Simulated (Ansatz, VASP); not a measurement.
## One calculation of Co2Te, two programs

```xyz
3
Lattice="-2.0409 2.0409 3.3473 2.0409 -2.0409 3.3473 2.0409 2.0409 -3.3473" Properties=species:S:1:pos:R:3 pbc="T T T"
Co    0.0000    0.0000    3.9700
Co    0.0000    0.0000    2.7247
Te    0.0000    0.0000    0.0000
```

Alike in both runs: task relaxation of cell and atoms; functional PBE; k mesh 6 × 6 × 6; occupations gaussian, width 0.1 eV; collinear spin.

|  | VASP | Ansatz |
| --- | --- | --- |
| version | VASP 6.6.1 | Ansatz 0.2.0 |
| potentials or method | VASP PAW PBE potentials, release 64 (Co, Te), cutoff 600 eV | scalar-relativistic, plane waves, PAW |
| valence electrons in the cell | 24 | 50 |

Ansatz gave:

* gap on the k mesh at the Fermi level, each at its own relaxed structure (eV): none
* net moment per atom (μB): 0.64
* size of the moment on the site where the two differ most (μB): 1.00
* relaxed volume (Å³/atom): 14.70
* relaxed cell length with the largest relative difference (Å): 4.420

Q: Estimate VASP's values.

A: gap on the k mesh at the Fermi level, each at its own relaxed structure (eV): none; net moment per atom (μB): 0.62; size of the moment on the site where the two differ most (μB): 0.97; relaxed volume (Å³/atom): 14.63; relaxed cell length with the largest relative difference (Å): 4.418.

Site moments also hang on the region over which each program counts them. A gap of «none» marks a metal or a gap that the smearing closes. VASP's potentials hold 24 valence electrons a cell and Ansatz's 50, so a difference there can come from the potentials and not from the codes. Ansatz's warnings: cell relax basis refresh.

The k mesh is coarse, so the values compare programs but aren't converged. Neither program's run includes spin-orbit coupling. Noted on VASP's run: the volume moved by over 15 % at a fixed basis, so the end points are rough.
